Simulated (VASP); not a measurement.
Crystal: ZnSe (Stilleite).

```
Zn Se
1.0
     0.00000    2.86592    2.86592
     2.86592    0.00000    2.86592
     2.86592    2.86592    0.00000
Zn Se
1 1
Direct
  0.00000 0.00000 0.00000
  0.25000 0.25000 0.25000
```

* Program: VASP 6.6.1
* Task: relaxation of cell and atoms
* Functional: LDA
* Potentials or basis: VASP PAW LDA potentials, release 64 (Zn, Se)
* Cutoff: 500 eV
* k mesh: 8 × 8 × 8
* Occupations: gaussian, width 0.02 eV
* Spin: no spin polarisation

At the start: pressure -4.9 GPa; volume 23.54 Å³/atom.

Problem. How do energy, volume and symmetry change on relaxing?

Solution. Over 3 steps the energy falls by 30.4 meV/atom and the volume is 21.68 Å³/atom (-7.9 %); space group F-43m (No. 216, to 0.05 Å).

Step by step:
| step | energy change (eV) | largest force (eV/Å) | pressure (GPa) | volume (Å³) |
| --- | --- | --- | --- | --- |
| 1 | 0.0000 | 0.0000 | -4.87 | 47.08 |
| 2 | -0.0555 | 0.0000 | 1.75 | 42.37 |
| 3 | -0.0608 | 0.0000 | 0.00 | 43.36 |

Final structure:
```
Zn Se
1.0
     0.00000    2.78840    2.78840
     2.78840    0.00000    2.78840
     2.78840    2.78840    0.00000
Zn Se
1 1
Cartesian
  0.0000 0.0000 0.0000
  1.3942 1.3942 1.3942
```
